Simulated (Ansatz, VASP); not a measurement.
Na: VASP beside Ansatz

```
Na
1.0
    -2.14100    2.14100    2.14100
     2.14100   -2.14100    2.14100
     2.14100    2.14100   -2.14100
Na
1
Direct
  0.00000 0.00000 0.00000
```

Alike in both runs: task relaxation of cell and atoms; functional PBEsol; k mesh 9 × 9 × 9; occupations fermi-dirac, width 0.05 eV; no spin polarisation.

|  | VASP | Ansatz |
| --- | --- | --- |
| version | VASP 6.6.1 | Ansatz 0.2.0 |
| potentials or method | VASP PAW PBE potentials, release 64 (Na_pv) | Ansatz PAW |
| plane-wave cutoff (eV) | 600 | 420 |
| valence electrons in the cell | 7 | 9 |

Ansatz gave:

```
gap on the k mesh at the Fermi level, each at its own relaxed structure (eV) : none
relaxed volume (Å³/atom)                                                     : 36.23
relaxed cell length with the largest relative difference (Å)                 : 3.611
```

Task: Which values does VASP return?

Result: gap on the k mesh at the Fermi level, each at its own relaxed structure (eV): none; relaxed volume (Å³/atom): 36.51; relaxed cell length with the largest relative difference (Å): 3.620.

VASP's potentials were made for PBE, not for PBEsol. A gap of «none» marks a metal or a gap that the smearing closes. VASP's potentials hold 7 valence electrons a cell and Ansatz's 9, so a difference there can come from the potentials and not from the codes.

Noted on Ansatz's run: the plane-wave basis is chosen anew once the cell has moved, so the energies of steps on either side of that aren't comparable.
